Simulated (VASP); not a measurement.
Wanted: the native input for a VASP 6.6.1 run.

| Property | Result |
| --- | --- |
| Task | single point |
| Functional | PBEsol |
| Potentials or basis | VASP PAW PBE potentials, release 64 (V_sv) |
| Cutoff | 520 eV |
| k mesh | 15 × 15 × 1 |
| Occupations | methfessel-paxton, width 0.1 eV |
| Spin | no spin polarisation |
| Dipole correction | yes |
| Further INCAR settings | ALGO = Normal; EDIFF = 1e-06; NBANDS = 54 |

The structure of V lies in POSCAR:

```
V
1.0
    3.0200000000      0.0000000000      0.0000000000
    1.5100000000      2.1354624790      0.0000000000
    0.0000000000      0.0000000000     28.8127748750
V
7
Direct
    0.0000000000      0.0000000000      0.2930283995
    0.5000000000      0.0000000000      0.3590754064
    0.0000000000      0.0000000000      0.4304261444
    0.5000000000      0.0000000000      0.5000000114
    0.0000000000      0.0000000000      0.5695738637
    0.5000000000      0.0000000000      0.6409245867
    0.0000000000      0.0000000000      0.7069715878
```

One way to write it, as run:

INCAR

```
SYSTEM = V
  PREC = Accurate
  ENCUT = 520
  EDIFF = 1E-6
  ISMEAR = 1
  SIGMA = 0.1
  LREAL = .FALSE.
  LASPH = .TRUE.
  NELM = 60
  ALGO = Normal
  ISIF = 2
  LWAVE = .FALSE.
  LCHARG = .FALSE.
  LDIPOL = .TRUE.
  IDIPOL = 3
  DIPOL = 0.5 0.5 0.500
  GGA = PS
  NBANDS = 54
```

KPOINTS

```
Automatic mesh
0
G
  15 15 1
  0 0 0
```

Potentials or basis: VASP PAW PBE potentials, release 64 (V_sv).

Run with:

```bash
$ cat potpaw_PBE.64/V_sv/POTCAR > POTCAR
$ mpirun -np 1 vasp_std > vasp.out
```

It gave:

The largest force is 0.031 eV/Å and the band gap on the k mesh is zero (an odd number of electrons rules out a gap without spin polarisation).

Caveat: the PAW data sets were made with another functional, which shifts forces and pressure a little.

Wall time 32 min on 1 thread of Intel(R) Xeon(R) Platinum 8259CL CPU @ 2.50GHz (Skylake/Cascade Lake) (shared host), peak memory 0.57 GiB.
